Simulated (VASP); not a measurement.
Runs of VASP 6.6.1 on MgBe2SeO2. The structure is that of space group Cmmm (No. 65), or close to it. The cells are those of the table. 

```tsv
task	spin	cell	k mesh	cutoff (eV)	gap on the mesh (eV)	pressure (GPa)	moment (μB)	largest force (eV/Å)
single point	collinear, ferromagnetic start	a = 5.300, b = 5.300, c = 3.008 Å, angles 90.0, 90.0, 120.0°, 6 atoms	4 × 4 × 6	520	none	-0.1	0.00	3.24
single point	off	a = 8.595, b = 8.595, c = 2.539 Å, angles 90.0, 90.0, 147.6°, 6 atoms	8 × 8 × 16	520	none	0.1	-	-
single point	collinear, ferromagnetic start	a = 8.259, b = 8.259, c = 2.488 Å, angles 90.0, 90.0, 145.7°, 6 atoms	4 × 4 × 8	520	none	1.0	0.00	(a)
relaxation of cell and atoms	off	relaxed from a = 5.300, b = 5.300, c = 3.008 Å, angles 90.0, 90.0, 120.0°, 6 atoms	4 × 4 × 6	600	none	0.1	-	0.03
single point	off	a = 5.300, b = 5.300, c = 3.008 Å, angles 90.0, 90.0, 120.0°, 6 atoms	4 × 4 × 6	520	none	-0.1	-	3.24
```

Alike in all rows: level PBE; potentials or basis VASP PAW PBE potentials, release 64 (Mg, Be, Se, O); smearing gaussian 0.1 eV.

Question: Estimate the missing entries.

Answer: (a) 0.09.

Caveats: forces of over 1 eV/Å act on the atoms, so gaps and moduli don't describe the material at rest (some runs).

A k mesh can miss the band edges, and the runs leave out spin-orbit coupling on Se.

A gap of «none» marks levels without a gap at the run's occupations.
